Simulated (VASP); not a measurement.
# Co: single point with PBE+D3(BJ)

Crystal: Co.

```xyz
4
Lattice="2.5190 0.0000 0.0000 -1.2595 2.1815 0.0000 0.0000 0.0000 8.2469" Properties=species:S:1:pos:R:3 pbc="T T T"
Co    1.2595    0.7272    6.1852
Co    0.0000    0.0000    4.1234
Co    0.0000    1.4544    2.0617
Co    0.0000    0.0000    0.0000
```

```
Program             : VASP 6.6.1
Task                : single point
Functional          : PBE
Dispersion          : D3(BJ)
Potentials or basis : VASP PAW PBE potentials, release 64 (Co_sv)
Cutoff              : 690 eV
k mesh              : 12 × 12 × 4
Occupations         : fermi-dirac, width 0.05 eV
Spin                : collinear spin, ferromagnetic start
Starting moments    : [2.0, 2.0, 2.0, 2.0] μB
```

The pressure is -14.2 GPa and the net moment is 6.79 μB per cell. The site moments are Co +1.77, +1.76 (each value once) μB, the valence electrons inside the program's atomic spheres are Co 15.02, 15.03 (each value once) and the dispersion energy per atom is -0.399 eV.

Stress tensor (GPa, compression positive):
```
-13.14   0.00   0.00
  0.00 -13.14   0.00
  0.00   0.00 -16.20
```

Levels at points of the mesh, in eV from the Fermi level:
Spin up:
```csv
k point,band 35,band 36,band 37,band 38,band 39,band 40,band 41,band 42
"(0.00, 0.00, 0.00)",-1.58,-1.28,-1.28,-0.92,-0.92,-0.35,5.68,14.05
"(0.50, 0.00, 0.00)",-0.68,-0.66,0.18,1.23,2.21,2.81,6.47,6.50
"(0.00, 0.00, 0.50)",-1.72,-1.72,-1.08,-1.08,-1.08,-1.08,8.64,8.64
"(0.50, 0.00, 0.50)",-0.70,-0.70,1.06,1.06,2.54,2.54,6.84,6.84
```
Spin down:
```
           k point  band 28  band 29  band 30  band 31  band 32  band 33
(0.00, 0.00, 0.00)    -0.75    -0.75    -0.72    -0.72    -0.42     0.11
(0.50, 0.00, 0.00)    -0.05    -0.01     0.42     1.16     1.18     1.20
(0.00, 0.00, 0.50)    -0.93    -0.84    -0.84    -0.84    -0.84     0.28
(0.50, 0.00, 0.50)    -0.75    -0.23    -0.23     0.81     0.81     1.18
```

Run time: 3 min on 1 thread of Intel(R) Xeon(R) 6975P-C (Granite Rapids) (shared host), peak memory 0.39 GiB.

Caveat: the cell stands under tension.
